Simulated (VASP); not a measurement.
Wanted: the native input for a VASP 6.6.1 run.

```yaml
Task: single point
Functional: PBEsol
Potentials_or_basis: VASP PAW PBE potentials, release 64 (Si, Ni)
Cutoff: 520 eV
k_mesh: 12 × 12 × 8
Occupations: gaussian, width 0.1 eV
Spin: no spin polarisation
Dipole_correction: no
Further_INCAR_settings: ALGO = Fast; EDIFF = 1e-07; NBANDS = 33
```

The structure of SiNi2 lies in POSCAR:

```
SiNi2
1.0
    3.8685498338      0.0000000000      0.0000000000
   -1.9342749169      3.3502624319      0.0000000000
    0.0000000000      0.0000000000      4.9165749538
Si Ni
2 4
Direct
    0.3333333333      0.6666666667      0.7500000000
    0.6666666667      0.3333333333      0.2500000000
    0.0000000000      0.0000000000      0.0000000000
    0.0000000000      0.0000000000      0.5000000000
    0.3333333333      0.6666666667      0.2500000000
    0.6666666667      0.3333333333      0.7500000000
```

One way to write it, as run:

INCAR

```
ALGO     = Fast           # electronic algorithm
EDIFF    = 1E-7           # SCF threshold, eV
ENCUT    = 520            # plane-wave cutoff, eV
GGA      = PS             # functional
ISIF     = 2              # what is computed and relaxed
ISMEAR   = 0              # smearing method
LASPH    = True           # aspherical terms in the spheres
LCHARG   = True           # write CHGCAR
LELF     = True           # ELF
LREAL    = False          # projectors in reciprocal space
LVHAR    = True         
LWAVE    = False          # write WAVECAR
NBANDS   = 33             # bands
NELM     = 60             # most SCF steps
PREC     = Accurate       # precision mode
SIGMA    = 0.1            # smearing width, eV
```

KPOINTS

```
k-points
0
Gamma
  12 12 8
```

Potentials or basis: VASP PAW PBE potentials, release 64 (Si, Ni).

The run is started by

```bash
$ cat potpaw_PBE.64/Si/POTCAR potpaw_PBE.64/Ni/POTCAR > POTCAR
$ mpirun -np 1 vasp_std > vasp.out
```

Results of the run:

* Pressure: 0.2 GPa
* Band gap on the k mesh: zero (bands 24 and 25 overlap by 3.38 eV)

Caveat: the PAW data sets were made with another functional, which shifts forces and pressure a little.

Wall time 2 min on 1 thread of Intel(R) Xeon(R) 6975P-C (Granite Rapids) (shared host), peak memory 0.29 GiB.
